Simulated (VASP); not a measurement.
Here is a VASP 6.6.1 calculation.

Contents of INCAR:

```
  PREC = Accurate
  ENCUT = 500
  EDIFF = 1E-6
  ISMEAR = 1
  SIGMA = 0.05
  LREAL = False
  LASPH = True
  NELM = 120
  ALGO = Normal
  ISIF = 2
  LWAVE = False
  LCHARG = False
  GGA = PE
  NBANDS = 13
  GGA_COMPAT = False
```

File KPOINTS:

```
regular mesh
0
Gamma
  15 15 15
```

File POSCAR:

```
W
1.0
   -1.6034429333      1.5823450000      1.5823450000
    1.5823450000     -1.6034429333      1.5823450000
    1.5823450000      1.5823450000     -1.6034429333
W
1
Direct
    0.0000000000      0.0000000000      0.0000000000
```

Potentials or basis: VASP PAW PBE potentials, release 64 (W_sv).

Launch:

```console
$ cat potpaw_PBE.64/W_sv/POTCAR > POTCAR
$ mpirun -np 1 vasp_std > vasp.out
```

**Question.** Predict the pressure.

**Answer.** 6.5 GPa.

**Question.** Estimate the band gap on the k mesh.

**Answer.** Zero (band 7 reaches 15.97 eV, above the bottom of band 8 at 10.33 eV).

Stress tensor (GPa, compression positive):
```
6.51 2.41 2.41
2.41 6.51 2.41
2.41 2.41 6.51
```

Caveat: spin-orbit coupling is left out, which moves the levels of the heavy elements.
